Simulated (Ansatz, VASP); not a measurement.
## Hg in VASP and in Ansatz

```
CELL_PARAMETERS angstrom
0.00000 2.39191 2.39191
2.39191 0.00000 2.39191
2.39191 2.39191 0.00000
ATOMIC_POSITIONS crystal
Hg 0.00000 0.00000 0.00000
```

Alike in both runs: task single point; functional PBEsol; k mesh 8 × 8 × 8; no spin polarisation.

|  | VASP | Ansatz |
| --- | --- | --- |
| version | VASP 6.6.1 | Ansatz 0.2.0 |
| potentials or method | VASP PAW PBE potentials, release 64 (Hg), cutoff 520 eV | scalar-relativistic, plane waves, PAW |
| occupations | fermi-dirac, width 0.025852 eV | fermi-dirac |
| valence electrons in the cell | 12 | 20 |

Ansatz gave:

| Quantity | Value |
| --- | --- |
| gap on the k mesh at the Fermi level (eV) | none |
| pressure (GPa) | -1.9 |

Q: What did VASP give for the same quantities?

A: gap on the k mesh at the Fermi level (eV): none; pressure (GPa): -1.7.

VASP's potentials were made for PBE, not for PBEsol. A gap of «none» marks a metal or a gap that the smearing closes. VASP's potentials hold 12 valence electrons a cell and Ansatz's 20, so a difference there can come from the potentials and not from the codes.

Neither program's run includes spin-orbit coupling.
